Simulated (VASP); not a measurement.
# BAs in VASP: single point with PBE+D3(BJ)

Aim: the single point of BAs with PBE+D3(BJ).

Everything below comes from runs of VASP 6.6.1. Logs are shortened: lines on timing, memory, paths and dates and some standing lists are left out, and cuts for length are marked.

### Step 1. The cell of the first run

The cell holds a sheet with vacuum, 2 atoms: a = 3.375 Å, b = 3.375 Å, c = 23.800 Å, α = 90.00°, β = 90.00°, γ = 120.00°.

### Step 2. Single point, PBE+D3(BJ)

INCAR

```
PREC = Accurate
ENCUT = 420
EDIFF = 1E-6
ISMEAR = 0
SIGMA = 0.03
LREAL = F
LASPH = T
NELM = 120
ALGO = Normal
ISIF = 2
LWAVE = F
LCHARG = F
LDIPOL = T
IDIPOL = 3
DIPOL = 0.5 0.5 0.294
GGA = PE
IVDW = 12
NBANDS = 11
GGA_COMPAT = F
NELMDL = -8
```

KPOINTS

```
regular mesh
0
Gamma
  12 12 1
```

POSCAR

```
BAs
1.0
    3.3751402789      0.0000000000      0.0000000000
   -1.6875701395      2.9229572229      0.0000000000
    0.0000000000      0.0000000000     23.8000000000
B As
1 1
Direct
    0.3333333333      0.6666666667      0.2941176471
    0.6666666667      0.3333333333      0.2941176471
```

Potentials or basis: VASP PAW PBE potentials, release 64 (B, As).

On the command line:

```console
> cat potpaw_PBE.64/B/POTCAR potpaw_PBE.64/As/POTCAR > POTCAR
> mpirun -np 1 vasp_std > vasp.out
```

OUTCAR:

```text
PREC = Accurate
   ENCUT = 420
   EDIFF = 1E-6
   ISMEAR = 0
   LREAL = F
   LASPH = T
   NELM = 120
   ISIF = 2
   GGA = PE
   IVDW = 12
   NELMDL = -8
 IVDW          = 12

 ion  position               nearest neighbor table
   1  0.333  0.667  0.294-   2 1.95   2 1.95   2 1.95
   2  0.667  0.333  0.294-   1 1.95   1 1.95   1 1.95

  LATTYP: Found a hexagonal cell.
 ALAT       =     3.3751402789
 C/A-ratio  =     7.0515587600

  Lattice vectors:

 A1 = (   3.3751402789,   0.0000000000,   0.0000000000)
 A2 = (  -1.6875701395,   2.9229572229,   0.0000000000)
 A3 = (   0.0000000000,   0.0000000000,  23.8000000000)

Analysis of symmetry for initial positions (statically):
=====================================================================
 Subroutine PRICEL returns:
 Original cell was already a primitive cell.

 Routine SETGRP: Setting up the symmetry group for a
 hexagonal supercell.

 Subroutine GETGRP returns: Found 12 space group operations
 (whereof  6 operations were pure point group operations)
 out of a pool of 24 trial point group operations.

The static configuration has the point symmetry C_3v.
 The point group associated with its full space group is D_3h.

Analysis of symmetry for dynamics (positions and initial velocities):
=====================================================================
 Subroutine PRICEL returns:
 Original cell was already a primitive cell.

 Routine SETGRP: Setting up the symmetry group for a
 hexagonal supercell.

 Subroutine GETGRP returns: Found 12 space group operations
 (whereof  6 operations were pure point group operations)
 out of a pool of 24 trial point group operations.

The dynamic configuration has the point symmetry C_3v.
 The point group associated with its full space group is D_3h.

 Subroutine INISYM returns: Found 12 space group operations
 (whereof  6 operations are pure point group operations),
 and found     1 'primitive' translations

----------------------------------------------------------------------------------------

                                     Primitive cell

  volume of cell :     234.7963

  direct lattice vectors                    reciprocal lattice vectors
     3.375140279  0.000000000  0.000000000     0.296283982  0.171059636  0.000000000
    -1.687570140  2.922957223  0.000000000     0.000000000  0.342119273  0.000000000
     0.000000000  0.000000000 23.800000000     0.000000000  0.000000000  0.042016807

  length of vectors
     3.375140279  3.375140279 23.800000000     0.342119273  0.342119273  0.042016807

  position of ions in fractional coordinates (direct lattice)
     0.333333333  0.666666667  0.294117647
     0.666666667  0.333333333  0.294117647

  ion indices of the primitive-cell ions
   primitive index   ion index
                 1           1
                 2           2

----------------------------------------------------------------------------------------

 KPOINTS: regular mesh

Automatic generation of k-mesh.
 Grid dimensions read from file:
 generate k-points for:   12   12    1

 Generating k-lattice:

  Cartesian coordinates                     Fractional coordinates (reciprocal lattice)
     0.024690332  0.014254970  0.000000000     0.083333333 -0.000000000  0.000000000
     0.000000000  0.028509939  0.000000000     0.000000000  0.083333333  0.000000000
     0.000000000  0.000000000  0.042016807     0.000000000  0.000000000  1.000000000

  Length of vectors
     0.028509939  0.028509939  0.042016807

  Shift w.r.t. Gamma in fractional coordinates (k-lattice)
     0.000000000  0.000000000  0.000000000

 Subroutine IBZKPT returns following result:
 ===========================================

 Found     19 irreducible k-points:

 Following reciprocal coordinates:
            Coordinates               Weight
  0.000000  0.000000  0.000000      1.000000
  0.083333  0.000000  0.000000      6.000000
  0.166667  0.000000  0.000000      6.000000
  0.250000  0.000000  0.000000      6.000000
  0.333333  0.000000  0.000000      6.000000
  0.416667  0.000000  0.000000      6.000000
[... 11 lines left out ...]
  0.333333  0.250000  0.000000     12.000000
  0.333333  0.333333  0.000000      2.000000
   k-points           NKPTS =     19   k-points in BZ     NKDIM =     19   number of bands    NBANDS=     11
   number of dos      NEDOS =    301   number of ions     NIONS =      2
   total plane-waves  NPLWV =  92160
   dimension x,y,z NGX =    24 NGY =   24 NGZ =  160
   dimension x,y,z NGXF=    48 NGYF=   48 NGZF=  320
   ions per type =               1   1
   NGX,Y,Z   is equivalent  to a cutoff of  11.82, 11.82, 11.18 a.u.
   NGXF,Y,Z  is equivalent  to a cutoff of  23.64, 23.64, 22.35 a.u.
 SYSTEM =  unknown system
   PREC   = accura    normal or accurate (medium, high low for compatibility)
   ISTART =      0    job   : 0-new  1-cont  2-samecut
   ICHARG =      2    charge: 1-file 2-atom 10-const
   ISPIN  =      1    spin polarized calculation?
   LNONCOLLINEAR =      F non collinear calculations
   LSORBIT =      F    spin-orbit coupling
   LASPH  =      T    aspherical Exc in radial PAW
   ENCUT  =  420.0 eV  30.87 Ry    5.56 a.u.   5.64  5.64 39.77*2*pi/ulx,y,z
   NELM   =    120;   NELMIN=  2; NELMDL= -8     # of ELM steps
   EDIFF  = 0.1E-05   stopping-criterion for ELM
   LREAL  =      F    real-space projection
   EDIFFG = 0.1E-04   stopping-criterion for IOM
   NSW    =      0    number of steps for IOM
   IBRION =     -1    ionic relax: 0-MD 1-quasi-New 2-CG
   NFREE  =      0    steps in history (QN), initial steepest desc. (CG)
   ISIF   =      2    stress and relaxation
   ISYM   =      2    0-nonsym 1-usesym 2-fastsym
   POTIM  = 0.5000    time-step for ionic-motion
   TEBEG  =    0.0;   TEEND  =   0.0 temperature during run
   PSTRESS=    0.0 pullay stress
   NELECT =       8.0000    total number of electrons
   NUPDOWN=      -1.0000    fix difference up-down
   EMIN   =  10.00;   EMAX   =-10.00  energy-range for DOS
   EFERMI =   0.00;   METHOD = LEGACY
   ISMEAR =     0;   SIGMA  =   0.03  broadening in eV -4-tet -1-fermi 0-gaus
   EFERMI_NEDOS =   21; number of points for ismear=-14 and -15
   IALGO  =     38    algorithm
   IMIX   =      4    mixing-type and parameters
     AMIX     =   0.40;   BMIX     =  1.00
     AMIX_MAG =   1.60;   BMIX_MAG =  1.00
  volume/ion in A,a.u.               =     117.40       792.24
  Fermi-wavevector in a.u.,A,eV,Ry     =   0.530731  1.002936  3.832426  0.281675
  Thomas-Fermi vector in A             =   1.553428
   LORBIT       =      0    0 simple, 1 ext, 2 COOP (PROOUT), +10 PAW based schemes
   GGA     = PE    functional components
   LHFCALC =     F    Hartree Fock is set to
   AEXX    =    0.0000 exact exchange contribution
   IVDW    =    12    specifies the selected vdW correction
   LEPSILON=     F    determine dielectric tensor
   LRPA    =     F    only Hartree local field effects (RPA)
 non-spin polarized calculation
 Gauss-broadening in eV      SIGMA  =   0.03
  energy-cutoff  :      420.00
  volume of cell :      234.80
 maximum number of plane-waves:      4621
 NGX is ok and might be reduce to    24
   NGX = 11   NGY = 11   NGZ = 79

 dipolmoment           0.000000      0.000000     -0.000000 electrons x Angstroem

 number of electron       7.9999999 magnetization

 dipolmoment           0.000000      0.000000      0.000000 electrons x Angstroem

 Free energy of the ion-electron system (eV)
  ---------------------------------------------------
  ext. energy  EPLUGINS =         0.00000000
  ---------------------------------------------------
  free energy    TOTEN  =       -10.64100022 eV

  energy without entropy =      -10.64100022  energy(sigma->0) =      -10.64100022

 E-fermi :  -3.4952     XC(G=0):  -1.8193

 val. band max:       -3.6500196254   @ k =   0.3333   0.3333   0.0000
 cond. band min:      -2.9067713226   @ k =   0.3333   0.3333   0.0000
 fundamental gap:      0.7432483028
 Fermi energy:        -3.4952217168

 k-point     1 :       0.0000    0.0000    0.0000
  band No.  band energies     occupation
      1     -17.5083      2.00000
      2      -7.6077      2.00000
      3      -5.1733      2.00000
      4      -5.1733      2.00000
      5      -0.0470      0.00000
      6       0.2369      0.00000
      7       0.9794      0.00000
      8       1.1892      0.00000
      9       1.1892      0.00000
     10       1.3194      0.00000
     11       1.9360      0.00000

 k-point     2 :       0.0833    0.0000    0.0000
  band No.  band energies     occupation
      1     -17.4115      2.00000
      2      -7.4982      2.00000
      3      -5.8079      2.00000
      4      -5.3855      2.00000
      5       0.0764      0.00000
      6       0.3646      0.00000
      7       1.0975      0.00000
      8       1.4309      0.00000
      9       1.4888      0.00000
     10       1.6124      0.00000
     11       2.0539      0.00000

 k-point     3 :       0.1667    0.0000    0.0000
  band No.  band energies     occupation
      1     -17.1244      2.00000
      2      -7.1902      2.00000
      3      -7.1728      2.00000
      4      -5.8767      2.00000
      5       0.0380      0.00000
      6       0.4618      0.00000
      7       1.4426      0.00000
      8       1.8051      0.00000
      9       2.3249      0.00000
     10       2.5802      0.00000
     11       2.5820      0.00000
[... 197 lines left out ...]
 k-point    18 :       0.3333    0.2500    0.0000
  band No.  band energies     occupation
      1     -14.7662      2.00000
      2     -11.5082      2.00000
      3      -9.2984      2.00000
      4      -4.1460      2.00000
      5      -2.4326      0.00000
      6       2.3187      0.00000
      7       3.0398      0.00000
      8       4.1100      0.00000
      9       4.9174      0.00000
     10       5.5942      0.00000
     11       5.8312      0.00000

 k-point    19 :       0.3333    0.3333    0.0000
  band No.  band energies     occupation
      1     -14.5825      2.00000
      2     -11.5666      2.00000
      3      -9.6704      2.00000
      4      -3.6500      2.00000
      5      -2.9068      0.00000
      6       2.7460      0.00000
      7       2.9867      0.00000
      8       4.8251      0.00000
      9       5.5143      0.00000
     10       5.8745      0.00000
     11       6.3049      0.00000

------------------------ aborting loop because EDIFF is reached ----------------------------------------

 vacuum level on the upper side and lower side of the slab       (xc-potential included)        -0.009        -0.009

 Edisp (eV)   -0.26239

 E8    (eV) :    -0.1114

  FORCE on cell =-STRESS in cart. coord.  units (eV):
  Direction    XX          YY          ZZ          XY          YZ          ZX
  --------------------------------------------------------------------------------------
  -------------------------------------------------------------------------------------
  Total       0.19609     0.19609    -0.00641    -0.00000     0.00000     0.00000
  in kB       1.33805     1.33805    -0.04371    -0.00000     0.00000     0.00000
  external pressure =        0.88 kB  Pullay stress =        0.00 kB

 VOLUME and BASIS-vectors are now :
 -----------------------------------------------------------------------------
  energy-cutoff  :      420.00
  volume of cell :      234.80
      direct lattice vectors                 reciprocal lattice vectors
     3.375140279  0.000000000  0.000000000     0.296283982  0.171059636  0.000000000
    -1.687570140  2.922957223  0.000000000     0.000000000  0.342119273  0.000000000
     0.000000000  0.000000000 23.800000000     0.000000000  0.000000000  0.042016807

 POSITION                                       TOTAL-FORCE (eV/Angst)
 -----------------------------------------------------------------------------------
     -0.00000      1.94864      7.00000         0.000000     -0.000000      0.000000
      1.68757      0.97432      7.00000        -0.000000      0.000000     -0.000000
 -----------------------------------------------------------------------------------
    total drift:                                0.000001     -0.000000      0.000004

  FREE ENERGIE OF THE ION-ELECTRON SYSTEM (eV)
  ---------------------------------------------------
  free  energy   TOTEN  =       -10.9033921262 eV

  energy  without entropy=      -10.9033921262  energy(sigma->0) =      -10.90339213

 vacuum level on the upper side and lower side of the slab         1.226         1.226
```

Wall time 74 s (1 thread of AMD EPYC 7R13, shared host); peak memory 0.26 GiB.

Results:

- Free energy: -10.9034 eV
- Band gap on the k mesh: 0.74 eV
- Dispersion energy per atom: -0.131 eV

Caveat: semilocal functionals underestimate gaps, and a narrow one can read as zero.
